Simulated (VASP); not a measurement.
# B2AsH2 (P6/mmm) in VASP: notebook

B2AsH2 is run at these levels: PBE; tasks: single point, relaxation of cell and atoms.

Everything below comes from runs of VASP 6.6.1. Logs are shortened: lines on timing, memory, paths and dates and some standing lists are left out, and cuts for length are marked.

## 1. The cell of the first run

The structure is hexagonal, space group P6/mmm (No. 191). The conventional cell has a = 3.727 Å, b = 3.727 Å, c = 7.898 Å, α = 90.00°, β = 90.00°, γ = 120.00°. Within 2.8 Å of B (site symmetry -6m2) lie 3 B at 2.15 Å and 3 As at 2.15 Å. Within 1.0 Å of H (site symmetry 6mm) lie 1 H at 0.75 Å. As (site symmetry 6/mmm) has 6 B at 2.15 Å within 2.8 Å.

The cell was built from a structure type or drawn by symmetry, and may not be a known phase.

## 2. Single point, PBE

INCAR

```
PREC = Accurate
ENCUT = 520
EDIFF = 1E-6
ISMEAR = 0
SIGMA = 0.1
LREAL = F
LASPH = T
NELM = 60
ALGO = Normal
ISIF = 2
LWAVE = F
LCHARG = F
GGA = PE
NBANDS = 14
```

KPOINTS

```
Automatic mesh
0
Gamma
  12 12 6
```

POSCAR

```
B2AsH2
1.0
    3.7269427562      0.0000000000      0.0000000000
   -1.8634713781      3.2276271053      0.0000000000
    0.0000000000      0.0000000000      7.8981406354
B H As
2 2 1
Direct
    0.3333333333      0.6666666667      0.5000000000
    0.6666666667      0.3333333333      0.5000000000
    0.0000000000      0.0000000000      0.0475100100
    0.0000000000      0.0000000000      0.9524899900
    0.0000000000      0.0000000000      0.5000000000
```

Potentials or basis: VASP PAW PBE potentials, release 64 (B, H, As).

The run is started by

```sh
cat potpaw_PBE.64/B/POTCAR potpaw_PBE.64/H/POTCAR potpaw_PBE.64/As/POTCAR > POTCAR
mpirun -np 1 vasp_std > vasp.out
```

OUTCAR:

```text
PREC = Accurate
   ENCUT = 520
   EDIFF = 1E-6
   ISMEAR = 0
   LREAL = F
   LASPH = T
   NELM = 60
   ISIF = 2
   GGA = PE

 ion  position               nearest neighbor table
   1  0.333  0.667  0.500-   2 2.15   5 2.15   2 2.15   5 2.15   5 2.15   2 2.15
   2  0.667  0.333  0.500-   1 2.15   5 2.15   1 2.15   5 2.15   5 2.15   1 2.15
   3  0.000  0.000  0.048-   4 0.75
   4  0.000  0.000  0.952-   3 0.75
   5  0.000  0.000  0.500-   1 2.15   2 2.15   1 2.15   2 2.15   2 2.15   1 2.15

  LATTYP: Found a hexagonal cell.
 ALAT       =     3.7269427562
 C/A-ratio  =     2.1192009516

  Lattice vectors:

 A1 = (   3.7269427562,   0.0000000000,   0.0000000000)
 A2 = (  -1.8634713781,   3.2276271053,   0.0000000000)
 A3 = (   0.0000000000,   0.0000000000,   7.8981406354)

Analysis of symmetry for initial positions (statically):
=====================================================================
 Subroutine PRICEL returns:
 Original cell was already a primitive cell.

 Routine SETGRP: Setting up the symmetry group for a
 hexagonal supercell.

 Subroutine GETGRP returns: Found 24 space group operations
 (whereof 24 operations were pure point group operations)
 out of a pool of 24 trial point group operations.

The static configuration has the point symmetry D_6h.

Analysis of symmetry for dynamics (positions and initial velocities):
=====================================================================
 Subroutine PRICEL returns:
 Original cell was already a primitive cell.

 Routine SETGRP: Setting up the symmetry group for a
 hexagonal supercell.

 Subroutine GETGRP returns: Found 24 space group operations
 (whereof 24 operations were pure point group operations)
 out of a pool of 24 trial point group operations.

The dynamic configuration has the point symmetry D_6h.

 Subroutine INISYM returns: Found 24 space group operations
 (whereof 24 operations are pure point group operations),
 and found     1 'primitive' translations

----------------------------------------------------------------------------------------

                                     Primitive cell

  volume of cell :      95.0082

  direct lattice vectors                    reciprocal lattice vectors
     3.726942756  0.000000000  0.000000000     0.268316437  0.154912567  0.000000000
    -1.863471378  3.227627105  0.000000000     0.000000000  0.309825134  0.000000000
     0.000000000  0.000000000  7.898140635     0.000000000  0.000000000  0.126612078

  length of vectors
     3.726942756  3.726942756  7.898140635     0.309825134  0.309825134  0.126612078

  position of ions in fractional coordinates (direct lattice)
     0.333333333  0.666666667  0.500000000
     0.666666667  0.333333333  0.500000000
     0.000000000  0.000000000  0.047510010
     0.000000000  0.000000000  0.952489990
     0.000000000  0.000000000  0.500000000

  ion indices of the primitive-cell ions
   primitive index   ion index
                 1           1
                 2           2
                 3           3
                 4           4
                 5           5

----------------------------------------------------------------------------------------

 KPOINTS: Automatic mesh

Automatic generation of k-mesh.
 Grid dimensions read from file:
 generate k-points for:   12   12    6

 Generating k-lattice:

  Cartesian coordinates                     Fractional coordinates (reciprocal lattice)
     0.022359703  0.012909381  0.000000000     0.083333333  0.000000000  0.000000000
     0.000000000  0.025818761  0.000000000     0.000000000  0.083333333  0.000000000
     0.000000000  0.000000000  0.021102013     0.000000000  0.000000000  0.166666667

  Length of vectors
     0.025818761  0.025818761  0.021102013

  Shift w.r.t. Gamma in fractional coordinates (k-lattice)
     0.000000000  0.000000000  0.000000000

 Subroutine IBZKPT returns following result:
 ===========================================

 Found     76 irreducible k-points:

 Following reciprocal coordinates:
            Coordinates               Weight
  0.000000  0.000000  0.000000      1.000000
  0.083333  0.000000  0.000000      6.000000
  0.166667  0.000000  0.000000      6.000000
  0.250000  0.000000  0.000000      6.000000
  0.333333  0.000000  0.000000      6.000000
  0.416667  0.000000  0.000000      6.000000
[... 16 lines left out ...]
  0.250000  0.000000  0.166667     12.000000
  0.333333  0.000000  0.166667     12.000000
 [... further k-points ...]
   k-points           NKPTS =     76   k-points in BZ     NKDIM =     76   number of bands    NBANDS=     14
   number of dos      NEDOS =    301   number of ions     NIONS =      5
   total plane-waves  NPLWV =  47040
   dimension x,y,z NGX =    28 NGY =   28 NGZ =   60
   dimension x,y,z NGXF=    56 NGYF=   56 NGZF=  120
   ions per type =               2   2   1
   NGX,Y,Z   is equivalent  to a cutoff of  12.49, 12.49, 12.63 a.u.
   NGXF,Y,Z  is equivalent  to a cutoff of  24.98, 24.98, 25.26 a.u.
 SYSTEM =  unknown system
   PREC   = accura    normal or accurate (medium, high low for compatibility)
   ISTART =      0    job   : 0-new  1-cont  2-samecut
   ICHARG =      2    charge: 1-file 2-atom 10-const
   ISPIN  =      1    spin polarized calculation?
   LNONCOLLINEAR =      F non collinear calculations
   LSORBIT =      F    spin-orbit coupling
   LASPH  =      T    aspherical Exc in radial PAW
   ENCUT  =  520.0 eV  38.22 Ry    6.18 a.u.   6.93  6.93 14.69*2*pi/ulx,y,z
   NELM   =     60;   NELMIN=  2; NELMDL= -5     # of ELM steps
   EDIFF  = 0.1E-05   stopping-criterion for ELM
   LREAL  =      F    real-space projection
   EDIFFG = 0.1E-04   stopping-criterion for IOM
   NSW    =      0    number of steps for IOM
   IBRION =     -1    ionic relax: 0-MD 1-quasi-New 2-CG
   NFREE  =      0    steps in history (QN), initial steepest desc. (CG)
   ISIF   =      2    stress and relaxation
   ISYM   =      2    0-nonsym 1-usesym 2-fastsym
   POTIM  = 0.5000    time-step for ionic-motion
   TEBEG  =    0.0;   TEEND  =   0.0 temperature during run
   PSTRESS=    0.0 pullay stress
   NELECT =      13.0000    total number of electrons
   NUPDOWN=      -1.0000    fix difference up-down
   EMIN   =  10.00;   EMAX   =-10.00  energy-range for DOS
   EFERMI =   0.00;   METHOD = LEGACY
   ISMEAR =     0;   SIGMA  =   0.10  broadening in eV -4-tet -1-fermi 0-gaus
   EFERMI_NEDOS =   21; number of points for ismear=-14 and -15
   IALGO  =     38    algorithm
   IMIX   =      4    mixing-type and parameters
     AMIX     =   0.40;   BMIX     =  1.00
     AMIX_MAG =   1.60;   BMIX_MAG =  1.00
  volume/ion in A,a.u.               =      19.00       128.23
  Fermi-wavevector in a.u.,A,eV,Ry     =   0.843598  1.594169  9.682693  0.711658
  Thomas-Fermi vector in A             =   1.958492
   LORBIT       =      0    0 simple, 1 ext, 2 COOP (PROOUT), +10 PAW based schemes
   GGA     = PE    functional components
   LHFCALC =     F    Hartree Fock is set to
   AEXX    =    0.0000 exact exchange contribution
   IVDW    =     0    specifies the selected vdW correction
   LEPSILON=     F    determine dielectric tensor
   LRPA    =     F    only Hartree local field effects (RPA)
 non-spin polarized calculation
 Gauss-broadening in eV      SIGMA  =   0.10
  energy-cutoff  :      520.00
  volume of cell :       95.01
 maximum number of plane-waves:      2578
 NGX is ok and might be reduce to    28
   NGX = 13   NGY = 13   NGZ = 29

 number of electron      13.0000000 magnetization

 Free energy of the ion-electron system (eV)
  ---------------------------------------------------
  ext. energy  EPLUGINS =         0.00000000
  ---------------------------------------------------
  free energy    TOTEN  =       -19.35946295 eV

  energy without entropy =      -19.35177482  energy(sigma->0) =      -19.35561888

 E-fermi :  -0.3160     XC(G=0):  -6.5769

 val. band max:       -0.3375753051   @ k =   0.3333   0.1667   0.5000
 cond. band min:      -0.1412456315   @ k =   0.2500   0.2500   0.5000
 fundamental gap:      0.1963296736
 Fermi energy:        -0.3159812164

 k-point     1 :       0.0000    0.0000    0.0000
  band No.  band energies     occupation
      1     -15.3710      2.00000
      2      -6.1496      2.00000
      3      -5.2806      2.00000
      4      -3.6379      2.00000
      5      -3.6379      2.00000
      6      -3.0394      2.00000
      7      -3.0394      2.00000
      8      -1.1482      2.00000
      9       0.6799      0.00000
     10       3.8436      0.00000
     11       4.1604      0.00000
     12       4.4783      0.00000
     13       4.9541      0.00000
     14       8.9161      0.00000

 k-point     2 :       0.0833    0.0000    0.0000
  band No.  band energies     occupation
      1     -15.2909      2.00000
      2      -6.1242      2.00000
      3      -5.1844      2.00000
      4      -4.8979      2.00000
      5      -4.4511      2.00000
      6      -2.6978      2.00000
      7      -2.0471      2.00000
      8      -0.3473      1.34260
      9       1.0560      0.00000
     10       3.9020      0.00000
     11       4.0778      0.00000
     12       4.2630      0.00000
     13       4.7968      0.00000
     14       8.7455      0.00000
[... 343 lines left out ...]
      1     -14.6653      2.00000
      2      -8.0432      2.00000
      3      -6.0108      2.00000
      4      -5.9661      2.00000
      5      -4.3982      2.00000
      6      -3.1760      2.00000
      7       0.9271      0.00000
      8       2.0241      0.00000
      9       2.1263      0.00000
     10       3.4786      0.00000
     11       3.9221      0.00000
     12       4.2659      0.00000
     13       5.4320      0.00000
     14       8.1026      0.00000

 k-point    24 :       0.3333    0.0000    0.1667
  band No.  band energies     occupation
      1     -14.1523      2.00000
      2      -9.3836      2.00000
      3      -6.5080      2.00000
      4      -5.8577      2.00000
      5      -3.7490      2.00000
      6      -3.4245      2.00000
      7       0.6779      0.00000
      8       2.6260      0.00000
      9       3.1415      0.00000
     10       3.2414      0.00000
     11       4.4358      0.00000
     12       5.6452      0.00000
     13       6.0144      0.00000
     14       7.8904      0.00000

 [... further k-points ...]

------------------------ aborting loop because EDIFF is reached ----------------------------------------

  FORCE on cell =-STRESS in cart. coord.  units (eV):
  Direction    XX          YY          ZZ          XY          YZ          ZX
  --------------------------------------------------------------------------------------
  -------------------------------------------------------------------------------------
  Total        0.0792529      0.0792529     -0.0303057     -0.0000000      0.0000000      0.0000000
  in kB        1.3364864      1.3364864     -0.5110623     -0.0000000      0.0000000      0.0000000
  external PRESSURE =       0.7206368 kB  Pullay stress =       0.0000000 kB

 VOLUME and BASIS-vectors are now :
 -----------------------------------------------------------------------------
  energy-cutoff  :      520.00
  volume of cell :       95.01
      direct lattice vectors                 reciprocal lattice vectors
     3.726942756  0.000000000  0.000000000     0.268316437  0.154912567  0.000000000
    -1.863471378  3.227627105  0.000000000     0.000000000  0.309825134  0.000000000
     0.000000000  0.000000000  7.898140635     0.000000000  0.000000000  0.126612078

 POSITION                                       TOTAL-FORCE (eV/Angst)
 -----------------------------------------------------------------------------------
     -0.00000      2.15175      3.94907        -0.000000      0.000000      0.000000
      1.86347      1.07588      3.94907         0.000000      0.000000     -0.000000
      0.00000      0.00000      0.37524        -0.000000      0.000000     -0.002989
      0.00000      0.00000      7.52290         0.000000     -0.000000      0.002989
      0.00000      0.00000      3.94907        -0.000000      0.000000      0.000000
 -----------------------------------------------------------------------------------
    total drift:                               -0.000000      0.000000     -0.000000

  FREE ENERGIE OF THE ION-ELECTRON SYSTEM (eV)
  ---------------------------------------------------
  free  energy   TOTEN  =       -19.3594629482 eV

  energy  without entropy=      -19.3517748204  energy(sigma->0) =      -19.35561888
```

It took 46 s on 1 thread of Intel Xeon Platinum 8488C (Sapphire Rapids), shared host; peak memory 0.27 GiB.

What came out:

```yaml
Free_energy: -19.3595 eV
Pressure: 0.1 GPa
Band_gap_on_the_k_mesh: zero (an odd number of electrons rules out a gap without spin polarisation)
```

Forces in eV/Å, atoms in the order of the input:
```
B    0.000  0.000  0.000
B    0.000  0.000  0.000
H    0.000  0.000 -0.003
H    0.000  0.000  0.003
As   0.000  0.000  0.000
```

Stress tensor (GPa, compression positive):
```
 0.13  0.00  0.00
 0.00  0.13  0.00
 0.00  0.00 -0.05
```

Caveat: this functional lacks dispersion, which binds the layers, so the pressure and a relaxed spacing across them are unreliable.

(Continued in part 2 of 2.)
